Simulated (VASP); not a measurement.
Input of a VASP 6.6.1 run:

Contents of POSCAR:

```
BaS
1.0
    0.0000000000      3.5194117709      3.5194117709
    3.5194117709      0.0000000000      3.5194117709
    3.5194117709      3.5194117709      0.0000000000
Ba S
1 1
Direct
    0.0000000000      0.0000000000      0.0000000000
    0.2500000000      0.2500000000      0.2500000000
```

INCAR.step1

```
  ALGO = Normal
  EDIFF = 1E-4
  ENCUT = 520
  GGA = PE
  ISMEAR = 0
  LASPH = True
  LCHARG = False
  LREAL = False
  LWAVE = True
  NBANDS = 15
  NELM = 60
  PREC = Accurate
  SIGMA = 0.01
```

File INCAR.step2:

```
  ALGO = Normal
  EDIFF = 1E-6
  ENCUT = 520
  ISIF = 2
  ISMEAR = 0
  ISTART = 1
  LASPH = True
  LCHARG = False
  LMIXTAU = True
  LREAL = False
  LWAVE = False
  METAGGA = R2SCAN
  NBANDS = 15
  NELM = 60
  PREC = Accurate
  SIGMA = 0.01
```

Contents of KPOINTS:

```
k-points
0
Gamma
  6 6 6
```

Potentials or basis: VASP PAW PBE potentials, release 64 (Ba_sv, S).

Launch:

```sh
$ cat potpaw_PBE.64/Ba_sv/POTCAR potpaw_PBE.64/S/POTCAR > POTCAR
$ cp INCAR.step1 INCAR
$ mpirun -np 1 vasp_std > vasp.out
$ cp INCAR.step2 INCAR
$ mpirun -np 1 vasp_std > vasp.out
```

Question: Predict the pressure.

Answer: 0.4 GPa.

Question: What does it give for the band gap on the k mesh?

Answer: 3.08 eV, indirect (least direct gap 3.68 eV).

Caveat: the PAW data sets were made with another functional, which shifts forces and pressure a little; spin-orbit coupling is left out, which moves the levels of the heavy elements. A k mesh can miss the band edges.
